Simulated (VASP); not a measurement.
Here is a VASP 6.6.1 calculation.

The input INCAR:

```
PREC = Accurate
ENCUT = 520
EDIFF = 1E-7
ISMEAR = -1
SIGMA = 0.05
LREAL = False
LASPH = True
NELM = 100
ALGO = Fast
ISIF = 2
LWAVE = False
LCHARG = False
GGA = PS
NBANDS = 9
```

File KPOINTS:

```
Automatic mesh
0
Gamma
  11 11 7
```

Contents of POSCAR:

```
Be
1.0
    2.2853000000      0.0000000000      0.0000000000
   -1.1426500000      1.9791278553      0.0000000000
    0.0000000000      0.0000000000      3.4408320000
Be
2
Direct
    0.6666666667      0.3333333333      0.7500000000
    0.3333333333      0.6666666667      0.2500000000
```

Potentials or basis: VASP PAW PBE potentials, release 64 (Be).

Run with:

```bash
$ cat potpaw_PBE.64/Be/POTCAR > POTCAR
$ mpirun -np 1 vasp_std > vasp.out
```

(1) Estimate the pressure.

(2) What does it give for the band gap on the k mesh?

Answers

(1) 2.0 GPa.

(2) zero (band 2 reaches 7.69 eV, above the bottom of band 3 at 7.13 eV).

Caveat: the PAW data sets were made with another functional, which shifts forces and pressure a little.
